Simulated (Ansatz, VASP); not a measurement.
**One calculation of Au, two programs**

The input INCAR:

```
PREC = Accurate
ENCUT = 520
EDIFF = 1E-7
ISMEAR = 1
SIGMA = 0.1
LREAL = False
LASPH = True
NELM = 100
ALGO = Normal
ISIF = 2
LWAVE = False
LCHARG = False
GGA = PE
NBANDS = 12
```

KPOINTS

```
regular mesh
0
Gamma
  33 33 33
```

File POSCAR:

```
Au
1.0
    0.0000000000      2.0785387990      2.0785387990
    2.0785387990      0.0000000000      2.0785387990
    2.0785387990      2.0785387990      0.0000000000
Au
1
Direct
    0.0000000000      0.0000000000      0.0000000000
```

Input for Ansatz:

```yaml
crystal:
  lattice:
    - [0.0, 2.078538799, 2.078538799]
    - [2.078538799, 0.0, 2.078538799]
    - [2.078538799, 2.078538799, 0.0]
  atoms:
    - { symbol: Au, position: [0.0, 0.0, 0.0] }
kpoints:
  mp_grid: { grid: [33, 33, 33] }
scf:
  occupations: { method: cold, width: 0.1 }
hamiltonian:
  xc: pbe
  pseudopotentials: { kind: paw, azcp: { folder: soft_1 } }
output:
  forces: true
  stress: true
  populations: false
```

Alike in both runs: task single point; functional PBE; k mesh 33 × 33 × 33; no spin polarisation.

|  | VASP | Ansatz |
| --- | --- | --- |
| version | VASP 6.6.1 | Ansatz 0.2.0 |
| potentials or method | VASP PAW PBE potentials, release 64 (Au) | plane-wave PAW, scalar-relativistic |
| plane-wave cutoff (eV) | 520 | 420 |
| occupations | methfessel-paxton of order 1, width 0.1 eV | cold, width 0.1 eV |
| valence electrons in the cell | 11 | 19 |

|  | VASP | Ansatz | Ansatz less VASP |
| --- | --- | --- | --- |
| pressure (GPa) | -0.2 | 0.1 | +0.24 |

VASP's potentials hold 11 valence electrons a cell and Ansatz's 19, so a difference there can come from the potentials and not from the codes.

Spin-orbit coupling is off throughout.
